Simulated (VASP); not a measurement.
# BaZrO3 (Pm-3m) in VASP: further runs, part 2 of 2

VASP 6.6.1. Earlier steps stand in the parts before.

### Step 3. Single point, HSE06 (strain -1.0%)

POSCAR

```
BaZrO3
1.0
    4.1633013651      0.0000000000      0.0000000000
    0.0000000000      4.1633013651      0.0000000000
    0.0000000000      0.0000000000      4.1633013651
Ba Zr O
1 1 3
Direct
    0.0000000000      0.0000000000      0.0000000000
    0.5000000000      0.5000000000      0.5000000000
    0.5000000000      0.5000000000      0.0000000000
    0.5000000000      0.0000000000      0.5000000000
    0.0000000000      0.5000000000      0.5000000000
```

INCAR.step1

```
ALGO = Normal
EDIFF = 1E-5
ENCUT = 520
GGA = PE
ISIF = 2
ISMEAR = 0
LASPH = True
LREAL = False
LWAVE = True
NBANDS = 28
NELM = 100
PREC = Accurate
SIGMA = 0.01
```

INCAR.step2

```
ALGO = Normal
EDIFF = 1E-7
ENCUT = 520
GGA = PE
HFSCREEN = 0.2079
ISIF = 2
ISMEAR = 0
ISTART = 1
LASPH = True
LCHARG = True
LELF = True
LHFCALC = True
LREAL = False
LVHAR = True
LWAVE = False
NBANDS = 28
NELM = 100
PREC = Accurate
PRECFOCK = Fast
SIGMA = 0.01
```

KPOINTS

```
k-points
0
Gamma
  4 4 4
```

Potentials or basis: VASP PAW PBE potentials, release 64 (Ba_sv, Zr_sv, O).

On the command line:

```
$ cat potpaw_PBE.64/Ba_sv/POTCAR potpaw_PBE.64/Zr_sv/POTCAR potpaw_PBE.64/O/POTCAR > POTCAR
$ cp INCAR.step1 INCAR
$ mpirun -np 1 vasp_std > vasp.out
$ cp INCAR.step2 INCAR
$ mpirun -np 1 vasp_std > vasp.out
```

Wall time 41 min (1 thread of Oxide Virtual Turin-like, shared host); peak memory 0.27 GiB.

It converged, with:

```
Free energy            : -49.7822 eV
Pressure               : 4.7 GPa
Band gap on the k mesh : 4.72 eV (least direct gap 4.99 eV)
```

Levels at points of the mesh, in eV from the valence-band top:
| k point | band 17 | band 18 | band 19 | band 20 | band 21 | band 22 | band 23 | band 24 |
| --- | --- | --- | --- | --- | --- | --- | --- | --- |
| (0.00, 0.00, 0.00) | -1.10 | -0.27 | -0.27 | -0.27 | 4.72 | 4.72 | 4.72 | 6.17 |
| (0.50, 0.00, 0.00) | -1.85 | -1.81 | -0.54 | -0.54 | 5.23 | 7.55 | 7.55 | 8.11 |
| (0.50, 0.50, 0.00) | -0.99 | -0.99 | -0.92 | -0.08 | 7.50 | 7.50 | 8.26 | 8.29 |
| (0.50, 0.50, 0.50) | -2.69 | 0.00 | 0.00 | 0.00 | 7.62 | 7.62 | 7.62 | 9.04 |

Caveat: the cell differs from its parent crystal (strain -1.0%); the cell stands under pressure; the PAW data sets were made with another functional, which shifts forces and pressure a little; spin-orbit coupling is left out, which moves the levels of the heavy elements. A k mesh can miss the band edges.

### Step 4. Single point, HSE06 (strain +3.0%)

POSCAR, as its differences from that of step 3:

```diff
@@ -2,5 +2,5 @@
 1.0
-    4.1633013651      0.0000000000      0.0000000000
-    0.0000000000      4.1633013651      0.0000000000
-    0.0000000000      0.0000000000      4.1633013651
+    4.3315155616      0.0000000000      0.0000000000
+    0.0000000000      4.3315155616      0.0000000000
+    0.0000000000      0.0000000000      4.3315155616
 Ba Zr O
```

INCAR.step1

```
  ALGO = Normal
  EDIFF = 1E-5
  ENCUT = 520
  GGA = PE
  ISIF = 2
  ISMEAR = 0
  LASPH = True
  LREAL = False
  LWAVE = True
  NBANDS = 28
  NELM = 100
  PREC = Accurate
  SIGMA = 0.01
```

INCAR.step2

```
  ALGO = Normal
  EDIFF = 1E-7
  ENCUT = 520
  GGA = PE
  HFSCREEN = 0.2079
  ISIF = 2
  ISMEAR = 0
  ISTART = 1
  LASPH = True
  LCHARG = True
  LELF = True
  LHFCALC = True
  LREAL = False
  LVHAR = True
  LWAVE = False
  NBANDS = 28
  NELM = 100
  PREC = Accurate
  PRECFOCK = Fast
  SIGMA = 0.01
```

KPOINTS is that of step 3.

Potentials or basis: VASP PAW PBE potentials, release 64 (Ba_sv, Zr_sv, O).

On the command line:

```
$ cat potpaw_PBE.64/Ba_sv/POTCAR potpaw_PBE.64/Zr_sv/POTCAR potpaw_PBE.64/O/POTCAR > POTCAR
$ cp INCAR.step1 INCAR
$ mpirun -np 1 vasp_std > vasp.out
$ cp INCAR.step2 INCAR
$ mpirun -np 1 vasp_std > vasp.out
```

OUTCAR:

```text
EDIFF = 1E-7
   ENCUT = 520
   GGA = PE
   HFSCREEN = 0.2079
   ISIF = 2
   ISMEAR = 0
   ISTART = 1
   LASPH = True
   LHFCALC = True
   LREAL = False
   NELM = 100
   PREC = Accurate
   PRECFOCK = Fast

 ion  position               nearest neighbor table
   1  0.000  0.000  0.000-   3 3.06   4 3.06   5 3.06   4 3.06   5 3.06   3 3.06   5 3.06   5 3.06
                             3 3.06   4 3.06   4 3.06   3 3.06   2 3.75   2 3.75   2 3.75   2 3.75
[... 510 lines left out ...]
  -------------------------------------------------------------------------------------
  Total       -6.2823226     -6.2823226     -6.2823226     -0.0000000     -0.0000000      0.0000000
  in kB     -123.8543263   -123.8543263   -123.8543263     -0.0000000     -0.0000000      0.0000000
  external PRESSURE =    -123.8543263 kB  Pullay stress =       0.0000000 kB

 VOLUME and BASIS-vectors are now :
 -----------------------------------------------------------------------------
  energy-cutoff  :      520.00
  volume of cell :       81.27
      direct lattice vectors                 reciprocal lattice vectors
     4.331515562  0.000000000  0.000000000     0.230866076  0.000000000  0.000000000
     0.000000000  4.331515562  0.000000000     0.000000000  0.230866076  0.000000000
     0.000000000  0.000000000  4.331515562     0.000000000  0.000000000  0.230866076

 POSITION                                       TOTAL-FORCE (eV/Angst)
 -----------------------------------------------------------------------------------
      0.00000      0.00000      0.00000         0.000000      0.000000      0.000000
      2.16576      2.16576      2.16576         0.000000      0.000000      0.000000
      2.16576      2.16576      0.00000         0.000000      0.000000      0.000000
      2.16576      0.00000      2.16576         0.000000      0.000000      0.000000
      0.00000      2.16576      2.16576         0.000000      0.000000      0.000000
 -----------------------------------------------------------------------------------
    total drift:                               -0.000000      0.000000      0.000000

  FREE ENERGIE OF THE ION-ELECTRON SYSTEM (eV)
  ---------------------------------------------------
  free  energy   TOTEN  =       -49.5201303730 eV

  energy  without entropy=      -49.5201303730  energy(sigma->0) =      -49.52013037
```

OUTCAR.step1:

```text
EDIFF = 1E-5
   ENCUT = 520
   GGA = PE
   ISIF = 2
[... 528 lines left out ...]
      2.16576      2.16576      2.16576         0.000000      0.000000      0.000000
      2.16576      2.16576      0.00000         0.000000      0.000000      0.000000
      2.16576      0.00000      2.16576         0.000000      0.000000      0.000000
      0.00000      2.16576      2.16576         0.000000      0.000000      0.000000
 -----------------------------------------------------------------------------------
    total drift:                                0.000000     -0.000000     -0.000000

  FREE ENERGIE OF THE ION-ELECTRON SYSTEM (eV)
  ---------------------------------------------------
  free  energy   TOTEN  =       -41.5709975182 eV

  energy  without entropy=      -41.5709975182  energy(sigma->0) =      -41.57099752
```

Wall time 35 min (1 thread of Oxide Virtual Turin-like, shared host); peak memory 0.27 GiB.

What came out:

```
Free energy            : -49.5201 eV
Pressure               : -12.4 GPa
Band gap on the k mesh : 4.40 eV (least direct gap 4.76 eV)
```

Caveat: the cell differs from its parent crystal (strain +3.0%); the cell stands under tension; the PAW data sets were made with another functional, which shifts forces and pressure a little; spin-orbit coupling is left out, which moves the levels of the heavy elements. A k mesh can miss the band edges.

### Step 5. The runs side by side

| cell | gap on the mesh (eV) | pressure (GPa) |
| --- | --- | --- |
| a = 4.121 Å, 5 atoms | 4.79 | 10.7 |
| a = 4.163 Å, 5 atoms | 4.72 | 4.7 |
| a = 4.332 Å, 5 atoms | 4.40 | -12.4 |

Alike in all rows: task single point; level HSE06; potentials or basis VASP PAW PBE potentials, release 64 (Ba_sv, Zr_sv, O); no spin polarisation; k mesh 4 × 4 × 4; cutoff (eV) 520; smearing gaussian 0.01 eV.

Caveats: the PAW data sets were made with another functional, which shifts forces and pressure a little; spin-orbit coupling is left out, which moves the levels of the heavy elements; the cell stands under pressure (at least some runs); the cell stands under tension (at least some runs).

Absolute energies hang on the potentials; compare differences alone.
